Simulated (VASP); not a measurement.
Re, 2 atoms in the cell. It takes space group P6_3/mmc (No. 194, hexagonal). The conventional cell has a = 2.739 Å, b = 2.739 Å, c = 4.412 Å, α = 90.00°, β = 90.00°, γ = 120.00°. Re (site symmetry -6m2) has 12 Re at 2.71 to 2.74 Å within 3.6 Å. 

```yaml
Program: VASP 6.6.1
Task: single point
Functional: LDA
Potentials_or_basis: VASP PAW LDA potentials, release 64 (Re)
Cutoff: 600 eV
k_mesh: 19 × 19 × 10
Occupations: fermi-dirac, width 0.1 eV
Spin: no spin polarisation
Dipole_correction: no
Further_INCAR_settings: ALGO = Normal; EDIFF = 1e-06; NBANDS = 14
```

Potentials or basis: VASP PAW LDA potentials, release 64 (Re).

Run with:

```console
$ cat potpaw_LDA.64/Re/POTCAR > POTCAR
$ mpirun -np 1 vasp_std > vasp.out
```

Hardware: 1 thread of Intel(R) Xeon(R) 6975P-C (Granite Rapids) (shared host).

Question: How long does it take, and how much memory?

Answer: It took 35 s on 1 thread of Intel(R) Xeon(R) 6975P-C (Granite Rapids), with other jobs on the host, peak memory 0.23 GiB. Counts: scf iterations 12, k points 240.
